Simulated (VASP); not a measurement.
# BP in VASP: further runs, part 2 of 2

VASP 6.6.1.

### 5 Relaxation of cell and atoms, LDA

This run uses another cell than the first one, of 11.68 Å³/atom, 1.037 times its volume.

File INCAR:

```
SYSTEM = BP
  PREC = Accurate
  ENCUT = 600
  EDIFF = 1E-6
  ISMEAR = 0
  SIGMA = 0.15
  LREAL = .False.
  LASPH = .True.
  NELM = 100
  ALGO = Normal
  ISIF = 3
  LWAVE = .False.
  LCHARG = .False.
  IBRION = 2
  NSW = 100
  EDIFFG = -0.002
```

File KPOINTS:

```
regular mesh
0
Gamma
  8 8 8
  0 0 0
```

File POSCAR:

```
BP
1.0
    0.0000000000      2.2690000000      2.2690000000
    2.2690000000      0.0000000000      2.2690000000
    2.2690000000      2.2690000000      0.0000000000
B P
1 1
Direct
    0.0000000000      0.0000000000      0.0000000000
    0.7500000000      0.7500000000      0.7500000000
```

Potentials or basis: VASP PAW LDA potentials, release 64 (B, P).

The run is started by

```console
$ cat potpaw_LDA.64/B/POTCAR potpaw_LDA.64/P/POTCAR > POTCAR
$ mpirun -np 1 vasp_std > vasp.out
```

OUTCAR:

```text
SYSTEM = BP
   PREC = Accurate
   ENCUT = 600
   EDIFF = 1E-6
   ISMEAR = 0
   LREAL = .False.
   LASPH = .True.
   NELM = 100
   ISIF = 3
   IBRION = 2
   NSW = 100
   EDIFFG = -0.002

 ion  position               nearest neighbor table
   1  0.000  0.000  0.000-   2 1.97   2 1.97   2 1.97   2 1.97
   2  0.750  0.750  0.750-   1 1.97   1 1.97   1 1.97   1 1.97

  LATTYP: Found a face centered cubic cell.
 ALAT       =     4.5380000000

  Lattice vectors:

 A1 = (   0.0000000000,   2.2690000000,   2.2690000000)
 A2 = (   2.2690000000,   0.0000000000,   2.2690000000)
 A3 = (   2.2690000000,   2.2690000000,   0.0000000000)

Analysis of symmetry for initial positions (statically):
=====================================================================
 Subroutine PRICEL returns:
 Original cell was already a primitive cell.

 Routine SETGRP: Setting up the symmetry group for a
 face centered cubic supercell.

 Subroutine GETGRP returns: Found 24 space group operations
 (whereof 24 operations were pure point group operations)
 out of a pool of 48 trial point group operations.

The static configuration has the point symmetry T_d .

Analysis of symmetry for dynamics (positions and initial velocities):
=====================================================================
 Subroutine PRICEL returns:
[... 229 lines left out ...]
--------------------------------------- Ionic step        3  -------------------------------------------

 number of electron       8.0000001 magnetization

 Free energy of the ion-electron system (eV)
  ---------------------------------------------------
  ext. energy  EPLUGINS =         0.00000000
  ---------------------------------------------------
  free energy    TOTEN  =       -14.39931332 eV

  energy without entropy =      -14.39931332  energy(sigma->0) =      -14.39931332

 E-fermi :   8.3759     XC(G=0): -11.2201

 val. band max:        7.7920667945   @ k =   0.0000   0.0000   0.0000
 cond. band min:       8.9760293768   @ k =   0.3750   0.3750   0.0000
 fundamental gap:      1.1839625822
 Fermi energy:         8.3758581766

 k-point     1 :       0.0000    0.0000    0.0000
  band No.  band energies     occupation
      1      -7.8825      2.00000
      2       7.7921      2.00000
      3       7.7921      2.00000
      4       7.7921      2.00000
      5      11.2214      0.00000
      6      11.2214      0.00000
      7      11.2214      0.00000
      8      15.6534      0.00000
[... 243 lines left out ...]
 k-point    24 :      -0.3750    0.2500    0.1250
  band No.  band energies     occupation
      1      -3.7542      2.00000
      2      -0.8176      2.00000
      3       3.1905      2.00000
      4       4.5835      2.00000
      5      11.9126      0.00000
      6      13.0784      0.00000
      7      16.2552      0.00000
      8      17.6759      0.00000

 [... further k-points ...]

------------------------ aborting loop because EDIFF is reached ----------------------------------------

  FORCE on cell =-STRESS in cart. coord.  units (eV):
  Direction    XX          YY          ZZ          XY          YZ          ZX
  --------------------------------------------------------------------------------------
  -------------------------------------------------------------------------------------
  Total       -0.0020594     -0.0020594     -0.0020594      0.0000000      0.0000000      0.0000000
  in kB       -0.1458187     -0.1458187     -0.1458187      0.0000000      0.0000000      0.0000000
  external PRESSURE =      -0.1458187 kB  Pullay stress =       0.0000000 kB
[... 17 lines left out ...]
  FREE ENERGIE OF THE ION-ELECTRON SYSTEM (eV)
  ---------------------------------------------------
  free  energy   TOTEN  =       -14.3993133233 eV

  energy  without entropy=      -14.3993133230  energy(sigma->0) =      -14.39931332

 reached required accuracy - stopping structural energy minimisation
```

OSZICAR:

```text
N       E                     dE             d eps       ncg     rms          rms(c)
DAV:   1     0.115332571599E+02    0.11533E+02   -0.46571E+03   464   0.103E+03
DAV:   2    -0.149331004617E+02   -0.26466E+02   -0.23705E+02   736   0.117E+02
DAV:   3    -0.152121308266E+02   -0.27903E+00   -0.27903E+00   536   0.163E+01
[... 21 lines left out ...]
DAV:   2    -0.144005853267E+02    0.44595E-02   -0.96941E-03   592   0.629E-01    0.280E-01
DAV:   3    -0.143994218848E+02    0.11634E-02   -0.24833E-03   568   0.289E-01    0.663E-02
DAV:   4    -0.143993315637E+02    0.90321E-04   -0.99886E-05   592   0.735E-02    0.545E-02
DAV:   5    -0.143993137713E+02    0.17792E-04   -0.21300E-05   616   0.319E-02    0.271E-02
DAV:   6    -0.143993133233E+02    0.44802E-06   -0.44043E-07   272   0.573E-03
   3 F= -.14399313E+02 E0= -.14399313E+02  d E =-.125090E-01
```

CONTCAR:

```text
BP
   1.00000000000000
     0.0000000000000000    2.2449401222817169    2.2449401222817169
     2.2449401222817169    0.0000000000000000    2.2449401222817169
     2.2449401222817169    2.2449401222817169   -0.0000000000000000
  B               P
     1     1
Direct
     0.0000000000000000    0.0000000000000000    0.0000000000000000
     0.7500000000000000    0.7500000000000000    0.7500000000000000

  0.00000000E+00  0.00000000E+00  0.00000000E+00
  0.00000000E+00  0.00000000E+00  0.00000000E+00
```

Wall time 9 s (1 thread of Intel Xeon 6975P-C, shared host); peak memory 0.14 GiB.

Results:

* Free energy: -14.3993 eV
* Relaxed volume: 11.31 Å³/atom
* Relaxed cell: a = 3.175 Å, b = 3.175 Å, c = 3.175 Å, α = 60.00°, β = 60.00°, γ = 60.00°
* Space group after relaxing (to 0.05 Å): F-43m (No. 216)
* Energy gained by relaxing: 6.3 meV/atom
* Ionic steps: 3
* Pressure after relaxing: 0.0 GPa
* Band gap on the k mesh: 1.18 eV, indirect (least direct gap 3.43 eV)

The path:
| step | energy change (eV) | largest force (eV/Å) | pressure (GPa) | volume (Å³) |
| --- | --- | --- | --- | --- |
| 1 | 0.0000 | 0.0000 | -5.30 | 23.36 |
| 2 | -0.0050 | 0.0000 | 4.49 | 22.08 |
| 3 | -0.0125 | 0.0000 | -0.01 | 22.63 |

Final structure:
```
CELL_PARAMETERS angstrom
0.00000 2.24494 2.24494
2.24494 0.00000 2.24494
2.24494 2.24494 0.00000
ATOMIC_POSITIONS crystal
B 0.00000 0.00000 0.00000
P 0.75000 0.75000 0.75000
```

### 6 Relaxation of cell and atoms, LDA

This run uses another cell than the first one, of 11.68 Å³/atom, 1.037 times its volume.

File INCAR:

```
SYSTEM = BP
PREC = Accurate
ENCUT = 600
EDIFF = 1E-7
ISMEAR = -1
SIGMA = 0.05
LREAL = .FALSE.
LASPH = .TRUE.
NELM = 60
ALGO = Normal
ISIF = 3
LWAVE = .FALSE.
LCHARG = .FALSE.
IBRION = 2
NSW = 100
EDIFFG = -0.002
```

File KPOINTS:

```
regular mesh
0
G
  12 12 12
  0 0 0
```

POSCAR is that of step 5.

Potentials or basis: VASP PAW LDA potentials, release 64 (B, P).

The run is started by

```console
$ cat potpaw_LDA.64/B/POTCAR potpaw_LDA.64/P/POTCAR > POTCAR
$ mpirun -np 1 vasp_std > vasp.out
```

Wall time 25 s (1 thread of Intel Xeon 6975P-C, shared host); peak memory 0.15 GiB.

The run converged. Its results:

| Property | Result |
| --- | --- |
| Free energy | -14.4016 eV |
| Relaxed volume | 11.31 Å³/atom |
| Relaxed cell | a = 3.175 Å, b = 3.175 Å, c = 3.175 Å, α = 60.00°, β = 60.00°, γ = 60.00° |
| Space group after relaxing (to 0.05 Å) | F-43m (No. 216) |
| Energy gained by relaxing | 6.3 meV/atom |
| Ionic steps | 3 |
| Pressure after relaxing | 0.0 GPa |
| Band gap on the k mesh | 1.14 eV, indirect (least direct gap 3.43 eV) |

Step by step:
```
step  energy change (eV)  largest force (eV/Å)  pressure (GPa)  volume (Å³)
   1              0.0000                0.0000           -5.32        23.36
   2             -0.0050                0.0000            4.51        22.08
   3             -0.0126                0.0000           -0.02        22.63
```

Final structure:
```
B P
1.0
     0.00000    2.24486    2.24486
     2.24486    0.00000    2.24486
     2.24486    2.24486    0.00000
B P
1 1
Direct
  0.00000 0.00000 0.00000
  0.75000 0.75000 0.75000
```

Levels at points of the mesh, in eV from the valence-band top:
```csv
k point,band 2,band 3,band 4,band 5,band 6,band 7
"(0.00, 0.00, 0.00)",0.00,0.00,0.00,3.43,3.43,3.43
"(0.50, 0.00, 0.00)",-9.24,-1.79,-1.79,3.98,4.70,4.70
"(0.50, 0.50, 0.00)",-8.65,-4.22,-4.22,1.24,1.53,12.30
```

A k mesh can miss the band edges. Zero-point motion and thermal expansion aren't in these numbers.

### 7 Overview

| task | cell | k mesh | cutoff (eV) | smearing | gap on the mesh (eV) | pressure (GPa) | relaxed volume (Å³/atom) |
| --- | --- | --- | --- | --- | --- | --- | --- |
| single point | a = 3.168, b = 3.168, c = 3.175 Å, angles 59.9, 59.9, 60.2°, 2 atoms | 8 × 8 × 8 | 520 | gaussian 0.01 eV | 1.10 | 0.8 | - |
| single point | a = 3.183, b = 3.183, c = 3.175 Å, angles 60.1, 60.1, 59.8°, 2 atoms | 8 × 8 × 8 | 520 | gaussian 0.01 eV | 1.15 | -1.0 | - |
| single point | a = 3.175 Å, angles 60.0°, 2 atoms | 12 × 12 × 12 | 520 | fermi-dirac 0.05 eV | 1.14 | -0.2 | - |
| relaxation of cell and atoms | relaxed from a = 3.209 Å, angles 60.0°, 2 atoms | 8 × 8 × 8 | 600 | gaussian 0.15 eV | 1.18 | 0.0 | 11.31 |
| relaxation of cell and atoms | relaxed from a = 3.209 Å, angles 60.0°, 2 atoms | 12 × 12 × 12 | 600 | fermi-dirac 0.05 eV | 1.14 | 0.0 | 11.31 |

Alike in all rows: level LDA; potentials or basis VASP PAW LDA potentials, release 64 (B, P); no spin polarisation.

Total energies depend on the potentials used, so only differences within one code and one set of settings carry meaning.
